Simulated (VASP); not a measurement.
A run of VASP 6.6.1:

The input INCAR:

```
PREC = Accurate ; ENCUT = 520
EDIFF = 1E-6 ; ISMEAR = 0
SIGMA = 0.1 ; LREAL = False
LASPH = True ; NELM = 100
ALGO = Fast ; ISIF = 2
LWAVE = False ; LCHARG = False
GGA = PS ; NBANDS = 13
```

File KPOINTS:

```
regular mesh
0
Gamma
  8 8 8
```

File POSCAR:

```
Mo
1.0
   -1.5659380051      1.5659380051      1.5659380051
    1.5659380051     -1.5659380051      1.5659380051
    1.5659380051      1.5659380051     -1.5659380051
Mo
1
Direct
    0.0000000000      0.0000000000      0.0000000000
```

Potentials or basis: VASP PAW PBE potentials, release 64 (Mo_sv).

Command:

```bash
$ cat potpaw_PBE.64/Mo_sv/POTCAR > POTCAR
$ mpirun -np 1 vasp_std > vasp.out
```

Hardware: 1 thread of Intel Xeon 6975P-C, with other jobs on the host.

Task: Estimate the wall time of this run.

Result: Run time: 4.5 s on 1 thread of Intel Xeon 6975P-C, with other jobs on the host, peak memory 0.12 GiB. Counts: scf iterations 12, k points 29.
